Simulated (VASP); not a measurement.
Input of a VASP 6.6.1 run:

INCAR

```
  PREC = Accurate
  ENCUT = 520
  EDIFF = 1E-6
  ISMEAR = -1
  SIGMA = 0.02
  LREAL = False
  LASPH = True
  NELM = 60
  ALGO = Normal
  ISIF = 2
  LWAVE = False
  LCHARG = False
  GGA = PE
  NBANDS = 16
```

KPOINTS

```
regular mesh
0
Gamma
  8 8 8
```

The input POSCAR:

```
BiB
1.0
    0.0000000000      2.7448744688      2.7338949709
    2.7448744688      0.0000000000      2.7338949709
    2.7448744688      2.7448744688      0.0000000000
B Bi
1 1
Direct
    0.0000000000      0.0000000000      0.0000000000
    0.2500000000      0.2500000000      0.2500000000
```

Potentials or basis: VASP PAW PBE potentials, release 64 (B, Bi_d).

The run is started by

```sh
$ cat potpaw_PBE.64/B/POTCAR potpaw_PBE.64/Bi_d/POTCAR > POTCAR
$ mpirun -np 1 vasp_std > vasp.out
```

(1) Predict the band gap on the k mesh.

(2) Estimate the pressure.

Answers

(1) 0.29 eV, direct.

(2) 1.5 GPa.

Caveat: the cell differs from its parent crystal (uniaxial z strain -0.4%); spin-orbit coupling is left out, which moves the levels of the heavy elements.
